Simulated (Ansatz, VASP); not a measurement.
## Mn3Cu: VASP beside Ansatz

INCAR

```
SYSTEM = Mn3Cu
ALGO = Normal
EDIFF = 1E-6
ENCUT = 520
GGA = PE
ISIF = 2
ISMEAR = 0
LASPH = .True.
LCHARG = .False.
LREAL = .False.
LWAVE = .False.
NBANDS = 33
NELM = 80
PREC = Accurate
SIGMA = 0.1
```

The input KPOINTS:

```
k-points
0
Gamma
  12 12 12
  0 0 0
```

File POSCAR:

```
Mn3Cu
1.0
    3.4374504390      0.0000000000      0.0000000000
    0.0000000000      3.4374504390      0.0000000000
    0.0000000000      0.0000000000      3.4374504390
Mn Cu
3 1
Direct
    0.0000000000      0.5000000000      0.5000000000
    0.5000000000      0.0000000000      0.5000000000
    0.5000000000      0.5000000000      0.0000000000
    0.0000000000      0.0000000000      0.0000000000
```

Input for Ansatz:

```yaml
crystal:
  lattice:
    - [3.437450439, 0.0, 0.0]
    - [0.0, 3.437450439, 0.0]
    - [0.0, 0.0, 3.437450439]
  atoms:
    - { symbol: Mn, position: [0.0, 0.5, 0.5] }
    - { symbol: Mn, position: [0.5, 0.0, 0.5] }
    - { symbol: Mn, position: [0.5, 0.5, 0.0] }
    - { symbol: Cu, position: [0.0, 0.0, 0.0] }
basis:
  ecutwfc: 420
kpoints:
  mp_grid: { grid: [12, 12, 12] }
hamiltonian:
  xc: pbe
scf:
  occupations: { method: gaussian, width: 0.1 }
  lower_state_search: "off"
output:
  forces: true
  stress: true
  eigenvalues: true
```

Alike in both runs: task single point; functional PBE; k mesh 12 × 12 × 12; occupations gaussian, width 0.1 eV; no spin polarisation.

|  | VASP | Ansatz |
| --- | --- | --- |
| version | VASP 6.6.1 | Ansatz 0.2.0 |
| potentials or method | VASP PAW PBE potentials, release 64 (Mn_pv, Cu), cutoff 520 eV | scalar-relativistic, plane waves, PAW |
| valence electrons in the cell | 50 | 64 |

|  | VASP | Ansatz | Ansatz less VASP |
| --- | --- | --- | --- |
| gap on the k mesh at the Fermi level (eV) | none | none | - |
| pressure (GPa) | 22.0 | 22.0 | 0.00 |

A gap of «none» marks a metal or a gap that the smearing closes. VASP's potentials hold 50 valence electrons a cell and Ansatz's 64, so a difference there can come from the potentials and not from the codes.
